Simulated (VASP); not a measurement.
The system is BiCl3O.

```
Bi Cl O
1.0
     4.83874    0.00000    0.00000
     0.00000    4.83874    0.00000
     0.00000    0.00000    4.83874
Bi Cl O
1 3 1
Direct
  0.50000 0.50000 0.50000
  0.00000 0.50000 0.50000
  0.50000 0.00000 0.50000
  0.50000 0.50000 0.00000
  0.00000 0.00000 0.00000
```

The cell was generated, and may not be a known phase.

* Program: VASP 6.6.1
* Task: relaxation of cell and atoms
* Functional: PBE
* Potentials or basis: VASP PAW PBE potentials, release 64 (Bi_d, Cl, O)
* Cutoff: 600 eV
* k mesh: 4 × 4 × 4
* Occupations: gaussian, width 0.1 eV
* Spin: no spin polarisation

At the start: pressure 19.9 GPa; volume 22.66 Å³/atom.

**Question.** How do energy, volume and symmetry change on relaxing?

**Answer.** Over 4 steps the energy falls by 396.7 meV/atom and the volume is 31.40 Å³/atom (+38.6 %); space group Pm-3m (No. 221, to 0.1 Å) before and after.

The path:
```tsv
step	energy change (eV)	largest force (eV/Å)	pressure (GPa)	volume (Å³)
1	0.0000	0.0000	19.87	113.29
2	-1.9381	0.0000	-1.56	165.89
3	-1.9815	0.0000	0.38	154.98
4	-1.9836	0.0000	-0.03	156.98
```

Final structure:
```yaml
crystal:
  lattice:
    - [5.39451, 0.00000, 0.00000]
    - [0.00000, 5.39451, 0.00000]
    - [0.00000, 0.00000, 5.39451]
  atoms:
    - { symbol: Bi, position: [0.50000, 0.50000, 0.50000] }
    - { symbol: Cl, position: [0.00000, 0.50000, 0.50000] }
    - { symbol: Cl, position: [0.50000, 0.00000, 0.50000] }
    - { symbol: Cl, position: [0.50000, 0.50000, 0.00000] }
    - { symbol: O, position: [0.00000, 0.00000, 0.00000] }
```

Caveat: the volume moved by over 15 % at a fixed basis, so the end points are rough.
